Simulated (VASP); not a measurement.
EuIr2, 6 atoms in the cell. The structure is cubic, space group Fd-3m (No. 227). Conventional cell: a = 7.634 Å, b = 7.634 Å, c = 7.634 Å, α = 90.00°, β = 90.00°, γ = 90.00°. Within 4.2 Å of Eu (site symmetry -43m) lie 12 Ir at 3.16 Å and 4 Eu at 3.31 Å. Ir (site symmetry -3m) has 6 Ir at 2.70 Å and 6 Eu at 3.16 Å within 3.6 Å. 

```yaml
Program: VASP 6.6.1
Task: single point
Functional: LDA
Potentials_or_basis: VASP PAW PBE potentials, release 64 (Eu, Ir)
Cutoff: 520 eV
k_mesh: 6 × 6 × 6
Occupations: methfessel-paxton, width 0.025 eV
Spin: collinear spin, antiferromagnetic start
Starting_moments: "[7.0, -7.0, 0.0, 0.0, 0.0, 0.0] μB"
Dipole_correction: no
Further_INCAR_settings: ALGO = Normal; EDIFF = 1e-06; NBANDS = 48
```

Potentials or basis: VASP PAW PBE potentials, release 64 (Eu, Ir).

The run is started by

```sh
$ cat potpaw_PBE.64/Eu/POTCAR potpaw_PBE.64/Ir/POTCAR > POTCAR
$ mpirun -np 1 vasp_std > vasp.out
```

Hardware: 1 thread of Intel Xeon 8259CL, with other jobs on the host.

Question: How long does it take, and how much memory?

Answer: Wall time 15 min on 1 thread of Intel Xeon 8259CL (shared host), peak memory 0.33 GiB. Counts: scf iterations 33, k points 16.
